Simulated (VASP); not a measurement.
# PbS (Fm-3m) in VASP: notebook, part 2 of 2

VASP 6.6.1. The steps go on from the part before.

## 4. Single point, PBE-based screened hybrid

POSCAR

```
PbS
1.0
    0.0000000000      2.9650006778      2.9650006778
    2.9650006778      0.0000000000      2.9650006778
    2.9650006778      2.9650006778      0.0000000000
Pb S
1 1
Direct
    0.5000000000      0.5000000000      0.5000000000
    0.0000000000      0.0000000000      0.0000000000
```

INCAR.step1

```
  PREC = Accurate
  ENCUT = 520
  EDIFF = 1E-5
  ISMEAR = 0
  SIGMA = 0.05
  LREAL = F
  LASPH = T
  NELM = 60
  ALGO = Normal
  ISIF = 2
  LWAVE = T
  LCHARG = F
  GGA = PE
  NBANDS = 17
```

INCAR.step2

```
  PREC = Accurate
  ENCUT = 520
  EDIFF = 1E-6
  ISMEAR = 0
  SIGMA = 0.05
  LREAL = F
  LASPH = T
  NELM = 60
  ALGO = Normal
  ISIF = 2
  LWAVE = F
  LCHARG = F
  GGA = PE
  LHFCALC = T
  AEXX = 0.25
  HFSCREEN = 0.6
  PRECFOCK = Normal
  ISTART = 1
  NBANDS = 17
```

KPOINTS

```
regular mesh
0
Gamma
  4 4 4
```

Run with:

```sh
cat potpaw_PBE.64/Pb_d/POTCAR potpaw_PBE.64/S/POTCAR > POTCAR
cp INCAR.step1 INCAR
mpirun -np 1 vasp_std > vasp.out
cp INCAR.step2 INCAR
mpirun -np 1 vasp_std > vasp.out
```

It took 3.8 min on 1 thread of Intel Xeon Platinum 8488C (Sapphire Rapids), shared host; peak memory 0.28 GiB.

Results (log left out):

- Free energy: -9.3948 eV
- Pressure: 1.6 GPa
- Band gap on the k mesh: 0.46 eV, direct

Levels at points of the mesh, in eV from the valence-band top:
| k point | band 6 | band 7 | band 8 | band 9 | band 10 | band 11 | band 12 | band 13 | band 14 | band 15 |
| --- | --- | --- | --- | --- | --- | --- | --- | --- | --- | --- |
| (0.00, 0.00, 0.00) | -14.53 | -6.23 | -2.38 | -2.38 | -2.38 | 5.50 | 5.50 | 5.50 | 6.92 | 6.92 |
| (0.50, 0.00, 0.00) | -13.29 | -9.20 | -1.99 | -1.99 | 0.00 | 0.46 | 2.10 | 2.10 | 8.93 | 10.48 |
| (0.50, 0.50, 0.00) | -12.84 | -7.41 | -5.49 | -3.69 | -3.69 | 3.97 | 5.89 | 6.00 | 6.00 | 11.54 |

Caveat: the k points lie up to 0.46 Å⁻¹ apart; the PAW data sets were made with another functional, which shifts forces and pressure a little; spin-orbit coupling is left out, which moves the levels of the heavy elements. A k mesh can miss the band edges.

## 5. Single point, PBE-based screened hybrid

POSCAR is that of step 4.

INCAR.step1

```
ALGO = Normal ; EDIFF = 1E-5
ENCUT = 520 ; GGA = PE
ISIF = 2 ; ISMEAR = 0
LASPH = T ; LREAL = F
LWAVE = T ; NBANDS = 17
NELM = 80 ; PREC = Accurate
SIGMA = 0.05
```

INCAR.step2

```
AEXX = 0.25 ; ALGO = Normal
EDIFF = 1E-7 ; ENCUT = 520
GGA = PE ; HFSCREEN = 0.1
ISIF = 2 ; ISMEAR = 0
ISTART = 1 ; LASPH = T
LCHARG = T ; LELF = T
LHFCALC = T ; LREAL = F
LVHAR = T ; LWAVE = F
NBANDS = 17 ; NELM = 80
PREC = Accurate ; PRECFOCK = Normal
SIGMA = 0.05
```

KPOINTS

```
k-points
0
Gamma
  4 4 4
```

Potentials or basis: VASP PAW PBE potentials, release 64 (Pb_d, S).

Run with:

```sh
cat potpaw_PBE.64/Pb_d/POTCAR potpaw_PBE.64/S/POTCAR > POTCAR
cp INCAR.step1 INCAR
mpirun -np 1 vasp_std > vasp.out
cp INCAR.step2 INCAR
mpirun -np 1 vasp_std > vasp.out
```

OUTCAR:

```text
AEXX = 0.25
   EDIFF = 1E-7
   ENCUT = 520
   GGA = PE
   HFSCREEN = 0.1
   ISIF = 2
   ISMEAR = 0
   ISTART = 1
   LASPH = T
   LHFCALC = T
   LREAL = F
   NELM = 80
   PREC = Accurate
   PRECFOCK = Normal

 ion  position               nearest neighbor table
   1  0.500  0.500  0.500-   2 2.97   2 2.97   2 2.97   2 2.97   2 2.97   2 2.97
   2  0.000  0.000  0.000-   1 2.97   1 2.97   1 2.97   1 2.97   1 2.97   1 2.97

  LATTYP: Found a face centered cubic cell.
 ALAT       =     5.9300013556

  Lattice vectors:

 A1 = (   0.0000000000,   2.9650006778,   2.9650006778)
 A2 = (   2.9650006778,   0.0000000000,   2.9650006778)
 A3 = (   2.9650006778,   2.9650006778,   0.0000000000)

Analysis of symmetry for initial positions (statically):
=====================================================================
 Subroutine PRICEL returns:
 Original cell was already a primitive cell.

 Routine SETGRP: Setting up the symmetry group for a
 face centered cubic supercell.

 Subroutine GETGRP returns: Found 48 space group operations
[... 152 lines left out ...]
  free energy    TOTEN  =       -10.90090673 eV

  energy without entropy =      -10.90090673  energy(sigma->0) =      -10.90090673

 E-fermi :   5.7166     XC(G=0):  -7.8626

 val. band max:        5.4001253336   @ k =   0.5000   0.0000   0.0000
 cond. band min:       6.4814911797   @ k =   0.5000   0.0000   0.0000
 fundamental gap:      1.0813658461
 Fermi energy:         5.7166164818

 k-point     1 :       0.0000    0.0000    0.0000
  band No.  band energies     occupation
      1     -13.2644      2.00000
      2     -13.2644      2.00000
      3     -13.2644      2.00000
      4     -13.2605      2.00000
      5     -13.2605      2.00000
      6      -9.8326      2.00000
[... 137 lines left out ...]
      4     -13.2484      2.00000
      5     -13.2038      2.00000
      6      -7.9846      2.00000
[... 9 lines left out ...]
     16      18.7835      0.00000
     17      19.0987      0.00000

------------------------ aborting loop because EDIFF is reached ----------------------------------------

  FORCE on cell =-STRESS in cart. coord.  units (eV):
  Direction    XX          YY          ZZ          XY          YZ          ZX
  --------------------------------------------------------------------------------------
  -------------------------------------------------------------------------------------
  Total        0.3185474      0.3185474      0.3185474     -0.0000000      0.0000000      0.0000000
  in kB        9.7899443      9.7899443      9.7899443     -0.0000000      0.0000000      0.0000000
  external PRESSURE =       9.7899443 kB  Pullay stress =       0.0000000 kB

 VOLUME and BASIS-vectors are now :
 -----------------------------------------------------------------------------
  energy-cutoff  :      520.00
  volume of cell :       52.13
      direct lattice vectors                 reciprocal lattice vectors
     0.000000000  2.965000678  2.965000678    -0.168634026  0.168634026  0.168634026
     2.965000678  0.000000000  2.965000678     0.168634026 -0.168634026  0.168634026
     2.965000678  2.965000678  0.000000000     0.168634026  0.168634026 -0.168634026

 POSITION                                       TOTAL-FORCE (eV/Angst)
 -----------------------------------------------------------------------------------
      2.96500      2.96500      2.96500         0.000000     -0.000000     -0.000000
      0.00000      0.00000      0.00000        -0.000000      0.000000      0.000000
 -----------------------------------------------------------------------------------
    total drift:                               -0.000001     -0.000001     -0.000001

  FREE ENERGIE OF THE ION-ELECTRON SYSTEM (eV)
  ---------------------------------------------------
  free  energy   TOTEN  =       -10.9009067336 eV

  energy  without entropy=      -10.9009067336  energy(sigma->0) =      -10.90090673
```

OUTCAR.step1:

```text
EDIFF = 1E-5
   ENCUT = 520
   GGA = PE
   ISIF = 2
   ISMEAR = 0
[... 362 lines left out ...]
 -----------------------------------------------------------------------------------
      2.96500      2.96500      2.96500         0.000000     -0.000000      0.000000
      0.00000      0.00000      0.00000        -0.000000      0.000000     -0.000000
 -----------------------------------------------------------------------------------
    total drift:                                0.000000     -0.000000      0.000000

  FREE ENERGIE OF THE ION-ELECTRON SYSTEM (eV)
  ---------------------------------------------------
  free  energy   TOTEN  =        -8.7414263375 eV

  energy  without entropy=       -8.7414263297  energy(sigma->0) =       -8.74142633
```

OSZICAR.step1:

```text
N       E                     dE             d eps       ncg     rms          rms(c)
DAV:   1     0.151014680061E+03    0.15101E+03   -0.95681E+03   272   0.126E+03
DAV:   2     0.252387393677E+01   -0.14849E+03   -0.14285E+03   280   0.297E+02
DAV:   3    -0.893798255088E+01   -0.11462E+02   -0.11391E+02   354   0.880E+01
DAV:   4    -0.921606673870E+01   -0.27808E+00   -0.27777E+00   318   0.148E+01
DAV:   5    -0.922467092440E+01   -0.86042E-02   -0.86037E-02   405   0.272E+00    0.457E+00
DAV:   6    -0.873823886892E+01    0.48643E+00   -0.14364E+00   429   0.796E+00    0.330E+00
DAV:   7    -0.873827721820E+01   -0.38349E-04   -0.13329E-01   324   0.183E+00    0.187E+00
DAV:   8    -0.874151919962E+01   -0.32420E-02   -0.14420E-02   324   0.131E+00    0.209E-01
DAV:   9    -0.874124645447E+01    0.27275E-03   -0.26435E-03   422   0.440E-01    0.879E-02
DAV:  10    -0.874141722833E+01   -0.17077E-03   -0.31868E-04   315   0.107E-01    0.453E-02
DAV:  11    -0.874142633750E+01   -0.91092E-05   -0.51510E-05   332   0.774E-02
   1 F= -.87414263E+01 E0= -.87414263E+01  d E =-.782392E-08
```

Run time: 5.4 min. Hardware: 1 thread of Intel Xeon Platinum 8488C (Sapphire Rapids), shared host; peak memory 0.28 GiB.

Results:

```yaml
Free_energy: -10.9009 eV
Pressure: 1.0 GPa
Band_gap_on_the_k_mesh: 1.08 eV, direct
```

Levels at points of the mesh, in eV from the valence-band top:
| k point | band 6 | band 7 | band 8 | band 9 | band 10 | band 11 | band 12 | band 13 | band 14 | band 15 |
| --- | --- | --- | --- | --- | --- | --- | --- | --- | --- | --- |
| (0.00, 0.00, 0.00) | -15.23 | -6.46 | -2.60 | -2.60 | -2.60 | 6.38 | 6.38 | 6.38 | 7.74 | 7.74 |
| (0.50, 0.00, 0.00) | -13.91 | -9.76 | -2.18 | -2.18 | 0.00 | 1.08 | 2.78 | 2.78 | 9.77 | 11.43 |
| (0.50, 0.50, 0.00) | -13.42 | -7.78 | -5.95 | -4.00 | -4.00 | 4.65 | 6.82 | 6.93 | 6.93 | 12.54 |

Caveat: the k points lie up to 0.46 Å⁻¹ apart; the PAW data sets were made with another functional, which shifts forces and pressure a little; spin-orbit coupling is left out, which moves the levels of the heavy elements. A k mesh can miss the band edges.

## 6. Summary

```tsv
level	share of exact exchange	screening parameter	gap on the mesh (eV)	pressure (GPa)
r2SCAN-based global hybrid	0.15	-	1.24	1.0
PBE-based screened hybrid	0.4	0.20787 1/Å	1.09	0.6
PBE-based screened hybrid	0.25	0.6 1/Å	0.46	1.6
PBE-based screened hybrid	0.25	0.1 1/Å	1.08	1.0
```

Alike in all rows: task single point; potentials or basis VASP PAW PBE potentials, release 64 (Pb_d, S); no spin polarisation; cell as given; k mesh 4 × 4 × 4; cutoff (eV) 520; smearing gaussian 0.05 eV.

Caveats: all runs use coarse meshes; the PAW data sets were made with another functional, which shifts forces and pressure a little; spin-orbit coupling is left out, which moves the levels of the heavy elements.

Absolute energies hang on the potentials; compare differences alone.
